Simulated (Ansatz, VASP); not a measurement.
One calculation of Y, two programs

```
Y
1.0
    -1.90594    1.90594    1.90594
     1.90594   -1.90594    1.90594
     1.90594    1.90594   -1.90594
Y
1
Direct
  0.00000 0.00000 0.00000
```

Alike in both runs: task single point; functional PBEsol; k mesh 13 × 13 × 13; occupations fermi-dirac, width 0.1 eV; no spin polarisation.

```csv
,VASP,Ansatz
version,VASP 6.6.1,Ansatz 0.2.0
potentials or method,"VASP PAW PBE potentials, release 64 (Y_sv), cutoff 520 eV","plane waves (420 eV) with PAW, scalar-relativistic"
valence electrons in the cell,11,11
```

Ansatz gave:

- pressure (GPa): 6.2

**Question.** Estimate VASP's values.

**Answer.** Pressure (GPa): 6.0.

VASP's potentials were made for PBE, not for PBEsol, and Ansatz warns of the same on its side. The functional is the same, so the differences come from potentials, cutoffs and numerics.
